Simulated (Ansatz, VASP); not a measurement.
**One calculation of ZrO2, two programs**

```
Zr O
1.0
     0.00000    2.53218    2.53218
     2.53218    0.00000    2.53218
     2.53218    2.53218    0.00000
Zr O
1 2
Direct
  0.00000 0.00000 0.00000
  0.25000 0.25000 0.25000
  0.75000 0.75000 0.75000
```

Alike in both runs: functional PBEsol; k mesh 8 × 8 × 8; occupations gaussian, width 0.02 eV; no spin polarisation.

Ansatz relaxed the structure, and its values are those at the end. VASP's run is a single point on that final structure, the one shown.

|  | VASP | Ansatz |
| --- | --- | --- |
| version | VASP 6.6.1 | Ansatz 0.2.0 |
| potentials or method | VASP PAW PBE potentials, release 64 (Zr_sv, O), cutoff 600 eV | scalar-relativistic, plane waves, PAW |
| valence electrons in the cell | 24 | 24 |

Ansatz gave:

| Property | Result |
| --- | --- |
| gap on the k mesh at the Fermi level (eV) | 3.33 |
| least direct gap on the mesh (eV) | 3.76 |
| pressure (GPa) | 0.0 |

Q: Which values does VASP return?

A: gap on the k mesh at the Fermi level (eV): 3.32; least direct gap on the mesh (eV): 3.76; pressure (GPa): 0.2.

VASP's potentials were made for PBE, not for PBEsol, and Ansatz warns of the same on its side.
